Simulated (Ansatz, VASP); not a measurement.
# SiO2 in VASP and in Ansatz

```xyz
9
Lattice="5.1356 0.0000 0.0000 -2.5678 4.4475 0.0000 0.0000 0.0000 5.6242" Properties=species:S:1:pos:R:3 pbc="T T T"
Si   -1.2839    2.2238    1.8747
Si    1.2839    2.2238    3.7495
Si    2.5678    0.0000    0.0000
O     0.9636    3.5213    4.6868
O     2.5678    2.5951    2.8121
O     3.5313    0.9262    0.9374
O     1.6042    0.9262    4.6868
O     0.0000    1.8524    2.8121
O    -0.9636    3.5213    0.9374
```

Change from the starting cell: strain +0.015 along x and y, +0.015 along z, atoms carried along.

Alike in both runs: task single point; functional r2SCAN; k mesh 6 × 6 × 4; occupations gaussian, width 0.05 eV; no spin polarisation.

```csv
,VASP,Ansatz
version,VASP 6.6.1,Ansatz 0.2.0
potentials or method,"VASP PAW PBE potentials, release 64 (Si, O), cutoff 520 eV","scalar-relativistic, plane waves, PAW"
valence electrons in the cell,48,48
```

|  | VASP | Ansatz | Ansatz less VASP |
| --- | --- | --- | --- |
| gap on the k mesh at the Fermi level (eV) | 6.04 | 6.04 | +0.004 |
| least direct gap on the mesh (eV) | 6.22 | 6.22 | +0.001 |
| pressure (GPa) | -7.7 | -7.8 | -0.13 |
| rms of the force components (eV/Å) | 0.163 | 0.158 | -0.0050 |

VASP's potentials were made for PBE, not for r2SCAN. Atom by atom the forces differ by 0.005 eV/Å (rms over components). The functional is the same, so the differences come from potentials, cutoffs and numerics.
